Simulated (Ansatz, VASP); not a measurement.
Two plane-wave programs on Sr

```
Sr
1.0
    -2.42500    2.42500    2.42500
     2.42500   -2.42500    2.42500
     2.42500    2.42500   -2.42500
Sr
1
Direct
  0.96700 0.84800 0.71200
```

Alike in both runs: task single point; functional PBE; k mesh 4 × 4 × 4; occupations gaussian, width 0.1 eV; collinear spin.

|  | VASP | Ansatz |
| --- | --- | --- |
| version | VASP 6.6.1 | Ansatz 0.2.0 |
| potentials or method | VASP PAW PBE potentials, release 64 (Sr_sv), cutoff 500 eV | scalar-relativistic, plane waves, PAW |
| valence electrons in the cell | 10 | 10 |

```tsv
	VASP	Ansatz	Ansatz less VASP
gap on the k mesh at the Fermi level (eV)	none	none	-
pressure (GPa)	-0.6	-0.5	+0.01
net moment per atom (μB)	0.40	0.41	+0.008
size of the moment on the site where the two differ most (μB)	0.07	0.18	+0.110
```

Site moments also hang on the region over which each program counts them. A gap of «none» marks a metal or a gap that the smearing closes.

The k mesh is coarse, so the values compare programs but aren't converged.
